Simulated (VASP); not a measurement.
Write the native input for VASP 6.6.1 that does the following.

```yaml
Task: single point
Functional: LDA
Potentials_or_basis: VASP PAW LDA potentials, release 64 (W_sv)
Cutoff: 520 eV
k_mesh: 22 × 22 × 22
Occupations: gaussian, width 0.15 eV
Spin: no spin polarisation
Dipole_correction: no
Further_INCAR_settings: ALGO = Fast; EDIFF = 1e-06; NBANDS = 13
```

The structure of W lies in POSCAR:

```
W
1.0
   -2.1980022907      1.6262731172      1.6262731172
    1.6262731172     -2.1980022907      1.6262731172
    1.6262731172      1.6262731172     -2.1980022907
W
1
Direct
    0.0000000000      0.0000000000      0.0000000000
```

The input as run:

INCAR

```
ALGO     = Fast           # electronic algorithm
EDIFF    = 1E-6           # SCF threshold, eV
ENCUT    = 520            # plane-wave cutoff, eV
GGA      = CA             # functional
ISIF     = 2              # what is computed and relaxed
ISMEAR   = 0              # smearing method
LASPH    = T              # aspherical terms in the spheres
LCHARG   = T              # write CHGCAR
LELF     = T              # ELF
LREAL    = F              # projectors in reciprocal space
LVHAR    = T            
LWAVE    = F              # write WAVECAR
NBANDS   = 13             # bands
NELM     = 60             # most SCF steps
PREC     = Accurate       # precision mode
SIGMA    = 0.15           # smearing width, eV
```

KPOINTS

```
k-points
0
Gamma
  22 22 22
```

Potentials or basis: VASP PAW LDA potentials, release 64 (W_sv).

Command:

```console
$ cat potpaw_LDA.64/W_sv/POTCAR > POTCAR
$ mpirun -np 1 vasp_std > vasp.out
```

It gave:

```json
{
 "Pressure": "187.2 GPa",
 "Band gap on the k mesh": "zero (bands 7 and 8 overlap by 6.92 eV)"
}
```

Caveat: atoms lie so close that the PAW spheres overlap strongly, which falsifies energies and pressures; the cell stands under pressure; spin-orbit coupling is left out, which moves the levels of the heavy elements.

It took 4.1 min on 1 thread of Intel Xeon 8259CL, on a shared host, peak memory 0.3 GiB.
